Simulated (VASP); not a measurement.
# P (Im-3m) in VASP: further runs

P is run at these levels: r2SCAN; tasks: single point.

Everything below comes from runs of VASP 6.6.1. Logs are shortened: lines on timing, memory, paths and dates and some standing lists are left out, and cuts for length are marked.

## Step 1: The cell of the first run

Symmetry: Im-3m, No. 229, cubic system. The conventional cell has a = 3.102 Å, b = 3.102 Å, c = 3.102 Å, α = 90.00°, β = 90.00°, γ = 90.00°. P (site symmetry m-3m) has 14 P at 2.69 to 3.10 Å within 3.5 Å.

This isn't the form of P at room conditions, which is orthorhombic.

## Step 2: Single point, r2SCAN (14.92 Å³/atom)

The input, POSCAR:

```
P
1.0
   -1.5508078990      1.5508078990      1.5508078990
    1.5508078990     -1.5508078990      1.5508078990
    1.5508078990      1.5508078990     -1.5508078990
P
1
Direct
    0.0000000000      0.0000000000      0.0000000000
```

The input, INCAR.step1:

```
SYSTEM = P
PREC = Accurate
ENCUT = 520
ISMEAR = -1
SIGMA = 0.1
LREAL = .FALSE.
LASPH = .TRUE.
NELM = 100
NBANDS = 8
GGA = PE
ALGO = Normal
EDIFF = 1E-4
LWAVE = .TRUE.
LCHARG = .FALSE.
```

The input, INCAR.step2:

```
SYSTEM = P
PREC = Accurate
ENCUT = 520
EDIFF = 1E-6
ISMEAR = -1
SIGMA = 0.1
LREAL = .FALSE.
LASPH = .TRUE.
NELM = 100
ALGO = Normal
ISIF = 2
LWAVE = .FALSE.
LCHARG = .FALSE.
METAGGA = R2SCAN
LMIXTAU = .TRUE.
NBANDS = 8
ISTART = 1
```

The input, KPOINTS:

```
Automatic mesh
0
G
  16 16 16
  0 0 0
```

Potentials or basis: VASP PAW PBE potentials, release 64 (P).

The run is started by

```console
$ cat potpaw_PBE.64/P/POTCAR > POTCAR
$ cp INCAR.step1 INCAR
$ mpirun -np 1 vasp_std > vasp.out
$ cp INCAR.step2 INCAR
$ mpirun -np 1 vasp_std > vasp.out
```

OUTCAR:

```text
SYSTEM = P
   PREC = Accurate
   ENCUT = 520
   EDIFF = 1E-6
   ISMEAR = -1
   LREAL = .FALSE.
   LASPH = .TRUE.
   NELM = 100
   ISIF = 2
   METAGGA = R2SCAN
   ISTART = 1

 ion  position               nearest neighbor table
   1  0.000  0.000  0.000-

  LATTYP: Found a body centered cubic cell.
 ALAT       =     3.1016157980

  Lattice vectors:

 A1 = (  -1.5508078990,   1.5508078990,   1.5508078990)
 A2 = (   1.5508078990,  -1.5508078990,   1.5508078990)
 A3 = (   1.5508078990,   1.5508078990,  -1.5508078990)

Analysis of symmetry for initial positions (statically):
=====================================================================
 Subroutine PRICEL returns:
 Original cell was already a primitive cell.

 Routine SETGRP: Setting up the symmetry group for a
 body centered cubic supercell.

 Subroutine GETGRP returns: Found 48 space group operations
 (whereof 48 operations were pure point group operations)
 out of a pool of 48 trial point group operations.

The static configuration has the point symmetry O_h .

Analysis of symmetry for dynamics (positions and initial velocities):
=====================================================================
 Subroutine PRICEL returns:
 Original cell was already a primitive cell.

 Routine SETGRP: Setting up the symmetry group for a
 body centered cubic supercell.

 Subroutine GETGRP returns: Found 48 space group operations
 (whereof 48 operations were pure point group operations)
 out of a pool of 48 trial point group operations.

The dynamic configuration has the point symmetry O_h .

 Subroutine INISYM returns: Found 48 space group operations
 (whereof 48 operations are pure point group operations),
 and found     1 'primitive' translations

----------------------------------------------------------------------------------------

                                     Primitive cell

  volume of cell :      14.9188

  direct lattice vectors                    reciprocal lattice vectors
    -1.550807899  1.550807899  1.550807899     0.000000000  0.322412596  0.322412596
     1.550807899 -1.550807899  1.550807899     0.322412596  0.000000000  0.322412596
     1.550807899  1.550807899 -1.550807899     0.322412596  0.322412596  0.000000000

  length of vectors
     2.686078074  2.686078074  2.686078074     0.455960265  0.455960265  0.455960265

  position of ions in fractional coordinates (direct lattice)
     0.000000000  0.000000000  0.000000000

  ion indices of the primitive-cell ions
   primitive index   ion index
                 1           1

----------------------------------------------------------------------------------------

 KPOINTS: Automatic mesh

Automatic generation of k-mesh.
 Grid dimensions read from file:
 generate k-points for:   16   16   16

 Generating k-lattice:

  Cartesian coordinates                     Fractional coordinates (reciprocal lattice)
     0.000000000  0.020150787  0.020150787     0.062500000  0.000000000  0.000000000
     0.020150787  0.000000000  0.020150787     0.000000000  0.062500000  0.000000000
     0.020150787  0.020150787  0.000000000     0.000000000  0.000000000  0.062500000

  Length of vectors
     0.028497517  0.028497517  0.028497517

  Shift w.r.t. Gamma in fractional coordinates (k-lattice)
     0.000000000  0.000000000  0.000000000

 Subroutine IBZKPT returns following result:
 ===========================================

 Found    145 irreducible k-points:

 Following reciprocal coordinates:
            Coordinates               Weight
  0.000000  0.000000  0.000000      1.000000
  0.062500  0.000000  0.000000     12.000000
  0.125000  0.000000  0.000000     12.000000
  0.187500  0.000000  0.000000     12.000000
  0.250000  0.000000  0.000000     12.000000
  0.312500  0.000000  0.000000     12.000000
[... 16 lines left out ...]
  0.187500  0.187500  0.000000     24.000000
  0.250000  0.187500  0.000000     48.000000
 [... further k-points ...]
   k-points           NKPTS =    145   k-points in BZ     NKDIM =    145   number of bands    NBANDS=      8
   number of dos      NEDOS =    301   number of ions     NIONS =      1
   total plane-waves  NPLWV =   8000
   dimension x,y,z NGX =    20 NGY =   20 NGZ =   20
   dimension x,y,z NGXF=    40 NGYF=   40 NGZF=   40
   ions per type =               1
   NGX,Y,Z   is equivalent  to a cutoff of  12.38, 12.38, 12.38 a.u.
   NGXF,Y,Z  is equivalent  to a cutoff of  24.76, 24.76, 24.76 a.u.
 SYSTEM =  P
   PREC   = accura    normal or accurate (medium, high low for compatibility)
   ISTART =      1    job   : 0-new  1-cont  2-samecut
   ICHARG =      0    charge: 1-file 2-atom 10-const
   ISPIN  =      1    spin polarized calculation?
   LNONCOLLINEAR =      F non collinear calculations
   LSORBIT =      F    spin-orbit coupling
   LASPH  =      T    aspherical Exc in radial PAW
   ENCUT  =  520.0 eV  38.22 Ry    6.18 a.u.   4.99  4.99  4.99*2*pi/ulx,y,z
   NELM   =    100;   NELMIN=  2; NELMDL=  0     # of ELM steps
   EDIFF  = 0.1E-05   stopping-criterion for ELM
   LREAL  =      F    real-space projection
   EDIFFG = 0.1E-04   stopping-criterion for IOM
   NSW    =      0    number of steps for IOM
   IBRION =     -1    ionic relax: 0-MD 1-quasi-New 2-CG
   NFREE  =      0    steps in history (QN), initial steepest desc. (CG)
   ISIF   =      2    stress and relaxation
   ISYM   =      2    0-nonsym 1-usesym 2-fastsym
   POTIM  = 0.5000    time-step for ionic-motion
   TEBEG  =    0.0;   TEEND  =   0.0 temperature during run
   PSTRESS=    0.0 pullay stress
   NELECT =       5.0000    total number of electrons
   NUPDOWN=      -1.0000    fix difference up-down
   EMIN   =  10.00;   EMAX   =-10.00  energy-range for DOS
   EFERMI =   0.00;   METHOD = LEGACY
   ISMEAR =    -1;   SIGMA  =   0.10  broadening in eV -4-tet -1-fermi 0-gaus
   EFERMI_NEDOS =   21; number of points for ismear=-14 and -15
   IALGO  =     38    algorithm
   IMIX   =      4    mixing-type and parameters
     AMIX     =   0.40;   BMIX     =  1.00
     AMIX_MAG =   1.60;   BMIX_MAG =  1.00
  volume/ion in A,a.u.               =      14.92       100.68
  Fermi-wavevector in a.u.,A,eV,Ry     =   1.137156  2.148914 17.594026  1.293124
  Thomas-Fermi vector in A             =   2.273861
   LORBIT       =      0    0 simple, 1 ext, 2 COOP (PROOUT), +10 PAW based schemes
   METAGGA = R2SCAN    functional components
   LHFCALC =     F    Hartree Fock is set to
   AEXX    =    0.0000 exact exchange contribution
   IVDW    =     0    specifies the selected vdW correction
   LEPSILON=     F    determine dielectric tensor
   LRPA    =     F    only Hartree local field effects (RPA)
 non-spin polarized calculation
  energy-cutoff  :      520.00
  volume of cell :       14.92
 maximum number of plane-waves:       420
   NGX =  9   NGY =  9   NGZ =  9

 number of electron       5.0000000 magnetization

 Free energy of the ion-electron system (eV)
  ---------------------------------------------------
  ext. energy  EPLUGINS =         0.00000000
  ---------------------------------------------------
  free energy    TOTEN  =        -8.05366212 eV

  energy without entropy =       -8.03716606  energy(sigma->0) =       -8.04541409

 E-fermi :   9.2751     XC(G=0): -12.0145

 val. band max:        9.2561165850   @ k =  -0.3750   0.4375   0.1250
 cond. band min:       9.3060652142   @ k =  -0.4375   0.4375   0.1875
 fundamental gap:      0.0499486292
 Fermi energy:         9.2750979235

 k-point     1 :       0.0000    0.0000    0.0000
  band No.  band energies     occupation
      1      -7.5074      2.00000
      2      16.4330      0.00000
      3      16.4330      0.00000
      4      16.4330      0.00000
      5      21.7781      0.00000
      6      21.7781      0.00000
      7      21.7781      0.00000
      8      26.1087      0.00000

 k-point     2 :       0.0625    0.0000    0.0000
  band No.  band energies     occupation
      1      -7.3877      2.00000
      2      15.6705      0.00000
      3      16.0081      0.00000
      4      16.3659      0.00000
      5      21.4443      0.00000
      6      21.9118      0.00000
      7      22.4153      0.00000
      8      25.3575      0.00000

 k-point     3 :       0.1250    0.0000    0.0000
  band No.  band energies     occupation
      1      -7.0292      2.00000
      2      13.8405      0.00000
      3      15.1028      0.00000
      4      16.1728      0.00000
      5      20.6501      0.00000
      6      21.6924      0.00000
      7      23.9547      0.00000
      8      24.7943      0.00000

 k-point     4 :       0.1875    0.0000    0.0000
  band No.  band energies     occupation
      1      -6.4343      2.00000
      2      11.5470      0.00000
      3      14.1365      0.00000
      4      15.8822      0.00000
      5      19.7185      0.00000
      6      20.8255      0.00000
      7      25.1893      0.00000
      8      25.7840      0.00000

 k-point     5 :       0.2500    0.0000    0.0000
  band No.  band energies     occupation
      1      -5.6078      2.00000
      2       9.1210      1.64713
      3      13.2750      0.00000
      4      15.5421      0.00000
      5      18.8421      0.00000
      6      19.8787      0.00000
      7      26.0044      0.00000
      8      26.1095      0.00000
[... 177 lines left out ...]
 k-point    22 :       0.4375    0.1250    0.0000
  band No.  band energies     occupation
      1      -0.7387      2.00000
      2       1.7622      2.00000
      3       9.5476      0.12305
      4      13.1874      0.00000
      5      18.5209      0.00000
      6      20.9046      0.00000
      7      27.8775      0.00000
      8      27.9384      0.00000

 k-point    23 :       0.1875    0.1875    0.0000
  band No.  band energies     occupation
      1      -4.3253      2.00000
      2       7.8236      2.00000
      3       9.6999      0.02818
      4      13.7859      0.00000
      5      19.7920      0.00000
      6      21.7089      0.00000
      7      25.4915      0.00000
      8      27.0658      0.00000

 k-point    24 :       0.2500    0.1875    0.0000
  band No.  band energies     occupation
      1      -3.1863      2.00000
      2       6.0460      2.00000
      3       8.5487      1.99860
      4      13.3018      0.00000
      5      19.7024      0.00000
      6      21.9660      0.00000
      7      25.9540      0.00000
      8      28.0076      0.00000

 [... further k-points ...]
[... 5 lines left out ...]
  --------------------------------------------------------------------------------------
  -------------------------------------------------------------------------------------
  Total       -0.3429547     -0.3429547     -0.3429547      0.0000000      0.0000000     -0.0000000
  in kB      -36.8309832    -36.8309832    -36.8309832      0.0000000      0.0000000     -0.0000000
  external PRESSURE =     -36.8309832 kB  Pullay stress =       0.0000000 kB

 VOLUME and BASIS-vectors are now :
 -----------------------------------------------------------------------------
  energy-cutoff  :      520.00
  volume of cell :       14.92
      direct lattice vectors                 reciprocal lattice vectors
    -1.550807899  1.550807899  1.550807899     0.000000000  0.322412596  0.322412596
     1.550807899 -1.550807899  1.550807899     0.322412596  0.000000000  0.322412596
     1.550807899  1.550807899 -1.550807899     0.322412596  0.322412596  0.000000000

 POSITION                                       TOTAL-FORCE (eV/Angst)
 -----------------------------------------------------------------------------------
      0.00000      0.00000      0.00000         0.000000     -0.000000      0.000000
 -----------------------------------------------------------------------------------
    total drift:                                0.000000     -0.000000     -0.000000

  FREE ENERGIE OF THE ION-ELECTRON SYSTEM (eV)
  ---------------------------------------------------
  free  energy   TOTEN  =        -8.0536621209 eV

  energy  without entropy=       -8.0371660608  energy(sigma->0) =       -8.04541409
```

It took 20 s on 1 thread of Intel Xeon 6975P-C (Granite Rapids), shared host; peak memory 0.13 GiB.

What came out:

| Property | Result |
| --- | --- |
| Free energy | -8.0537 eV |
| Pressure | -3.7 GPa |
| Band gap on the k mesh | zero (an odd number of electrons rules out a gap without spin polarisation) |

Caveat: the cell stands under tension; the PAW data sets were made with another functional, which shifts forces and pressure a little.

## Step 3: Single point, r2SCAN (15.49 Å³/atom)

This run uses another cell than the first one, of 15.49 Å³/atom.

The input, POSCAR:

```
P
1.0
   -1.5704404629      1.5704404629      1.5704404629
    1.5704404629     -1.5704404629      1.5704404629
    1.5704404629      1.5704404629     -1.5704404629
P
1
Direct
    0.0000000000      0.0000000000      0.0000000000
```

The input, INCAR.step1:

```
PREC = Accurate ; ENCUT = 520
ISMEAR = -1 ; SIGMA = 0.1
LREAL = F ; LASPH = T
NELM = 80 ; NBANDS = 8
GGA = PE ; ALGO = Normal
EDIFF = 1E-4 ; LWAVE = T
LCHARG = F
```

The input, INCAR.step2:

```
PREC = Accurate ; ENCUT = 520
EDIFF = 1E-6 ; ISMEAR = -1
SIGMA = 0.1 ; LREAL = F
LASPH = T ; NELM = 80
ALGO = Normal ; ISIF = 2
LWAVE = F ; LCHARG = F
METAGGA = R2SCAN ; LMIXTAU = T
NBANDS = 8 ; ISTART = 1
```

The input, KPOINTS:

```
Automatic mesh
0
Gamma
  16 16 16
```

Potentials or basis: VASP PAW PBE potentials, release 64 (P).

The run is started by

```console
$ cat potpaw_PBE.64/P/POTCAR > POTCAR
$ cp INCAR.step1 INCAR
$ mpirun -np 1 vasp_std > vasp.out
$ cp INCAR.step2 INCAR
$ mpirun -np 1 vasp_std > vasp.out
```

OUTCAR:

```text
PREC = Accurate
   ENCUT = 520
   EDIFF = 1E-6
   ISMEAR = -1
   LREAL = F
   LASPH = T
   NELM = 80
   ISIF = 2
   METAGGA = R2SCAN
   ISTART = 1

 ion  position               nearest neighbor table
   1  0.000  0.000  0.000-

  LATTYP: Found a body centered cubic cell.
 ALAT       =     3.1408809258

  Lattice vectors:

 A1 = (  -1.5704404629,   1.5704404629,   1.5704404629)
 A2 = (   1.5704404629,  -1.5704404629,   1.5704404629)
 A3 = (   1.5704404629,   1.5704404629,  -1.5704404629)

Analysis of symmetry for initial positions (statically):
=====================================================================
 Subroutine PRICEL returns:
 Original cell was already a primitive cell.

 Routine SETGRP: Setting up the symmetry group for a
 body centered cubic supercell.

 Subroutine GETGRP returns: Found 48 space group operations
 (whereof 48 operations were pure point group operations)
 out of a pool of 48 trial point group operations.

The static configuration has the point symmetry O_h .

[... 152 lines left out ...]
  ---------------------------------------------------
  free energy    TOTEN  =        -8.03541399 eV

  energy without entropy =       -8.01816462  energy(sigma->0) =       -8.02678930

 E-fermi :   8.7300     XC(G=0): -11.8276

 val. band max:        8.6975189600   @ k =  -0.3750   0.4375   0.3125
 cond. band min:       8.7304246999   @ k =  -0.3125   0.3125   0.2500
 fundamental gap:      0.0329057399
 Fermi energy:         8.7299760771

 k-point     1 :       0.0000    0.0000    0.0000
  band No.  band energies     occupation
      1      -7.6347      2.00000
      2      15.5471      0.00000
      3      15.5471      0.00000
      4      15.5471      0.00000
      5      21.1531      0.00000
      6      21.1531      0.00000
      7      21.1531      0.00000
      8      25.3766      0.00000
[... 243 lines left out ...]
 k-point    24 :       0.2500    0.1875    0.0000
  band No.  band energies     occupation
      1      -3.4585      2.00000
      2       5.5588      2.00000
      3       8.0914      1.99663
      4      12.6462      0.00000
      5      19.0027      0.00000
      6      21.2343      0.00000
      7      25.1548      0.00000
      8      27.1318      0.00000

 [... further k-points ...]
[... 5 lines left out ...]
  --------------------------------------------------------------------------------------
  -------------------------------------------------------------------------------------
  Total       -0.6294694     -0.6294694     -0.6294694     -0.0000000     -0.0000000     -0.0000000
  in kB      -65.0969758    -65.0969758    -65.0969758     -0.0000000     -0.0000000     -0.0000000
  external PRESSURE =     -65.0969758 kB  Pullay stress =       0.0000000 kB

 VOLUME and BASIS-vectors are now :
 -----------------------------------------------------------------------------
  energy-cutoff  :      520.00
  volume of cell :       15.49
      direct lattice vectors                 reciprocal lattice vectors
    -1.570440463  1.570440463  1.570440463     0.000000000  0.318382016  0.318382016
     1.570440463 -1.570440463  1.570440463     0.318382016  0.000000000  0.318382016
     1.570440463  1.570440463 -1.570440463     0.318382016  0.318382016  0.000000000

 POSITION                                       TOTAL-FORCE (eV/Angst)
 -----------------------------------------------------------------------------------
      0.00000      0.00000      0.00000         0.000000     -0.000000      0.000000
 -----------------------------------------------------------------------------------
    total drift:                                0.000000      0.000000     -0.000000

  FREE ENERGIE OF THE ION-ELECTRON SYSTEM (eV)
  ---------------------------------------------------
  free  energy   TOTEN  =        -8.0354139887 eV

  energy  without entropy=       -8.0181646168  energy(sigma->0) =       -8.02678930
```

OUTCAR.step1:

```text
PREC = Accurate
   ENCUT = 520
   ISMEAR = -1
   LREAL = F
   LASPH = T
   NELM = 80
[... 477 lines left out ...]

 POSITION                                       TOTAL-FORCE (eV/Angst)
 -----------------------------------------------------------------------------------
      0.00000      0.00000      0.00000         0.000000      0.000000     -0.000000
 -----------------------------------------------------------------------------------
    total drift:                                0.000000      0.000000     -0.000000

  FREE ENERGIE OF THE ION-ELECTRON SYSTEM (eV)
  ---------------------------------------------------
  free  energy   TOTEN  =        -4.6581218835 eV

  energy  without entropy=       -4.6404539617  energy(sigma->0) =       -4.64928792
```

OSZICAR.step1:

```text
N       E                     dE             d eps       ncg     rms          rms(c)
DAV:   1     0.662405189488E+00    0.66241E+00   -0.20600E+03  2376   0.446E+02
DAV:   2    -0.462140966152E+01   -0.52838E+01   -0.50571E+01  3568   0.476E+01
DAV:   3    -0.466397064276E+01   -0.42561E-01   -0.42538E-01  2576   0.465E+00
DAV:   4    -0.466402703059E+01   -0.56388E-04   -0.56387E-04  3864   0.186E-01
DAV:   5    -0.466402705609E+01   -0.25501E-07   -0.26524E-07  2600   0.229E-03    0.345E+00
DAV:   6    -0.465953373157E+01    0.44933E-02   -0.46449E-03  2552   0.356E-01    0.198E+00
DAV:   7    -0.465809283631E+01    0.14409E-02   -0.77152E-03  2616   0.464E-01    0.990E-02
DAV:   8    -0.465812188348E+01   -0.29047E-04   -0.97189E-05  2696   0.694E-02
   1 F= -.46581219E+01 E0= -.46492879E+01  d E =-.176679E-01
```

Wall time 19 s (1 thread of Intel Xeon 6975P-C (Granite Rapids), shared host); peak memory 0.13 GiB.

What came out:

```
Free energy            : -8.0354 eV
Pressure               : -6.5 GPa
Band gap on the k mesh : zero (an odd number of electrons rules out a gap without spin polarisation)
```

Levels at points of the mesh, in eV from the Fermi level:
| k point | band 1 | band 2 | band 3 | band 4 | band 5 | band 6 | band 7 | band 8 |
| --- | --- | --- | --- | --- | --- | --- | --- | --- |
| (0.00, 0.00, 0.00) | -16.36 | 6.82 | 6.82 | 6.82 | 12.42 | 12.42 | 12.42 | 16.65 |
| (0.50, 0.00, 0.00) | -10.20 | -7.53 | 2.28 | 5.22 | 7.92 | 8.66 | 19.73 | 19.84 |
| (0.50, 0.50, 0.50) | -4.83 | -2.58 | -2.58 | -2.58 | 3.28 | 3.28 | 23.94 | 23.94 |

Caveat: the cell stands under tension; the PAW data sets were made with another functional, which shifts forces and pressure a little.
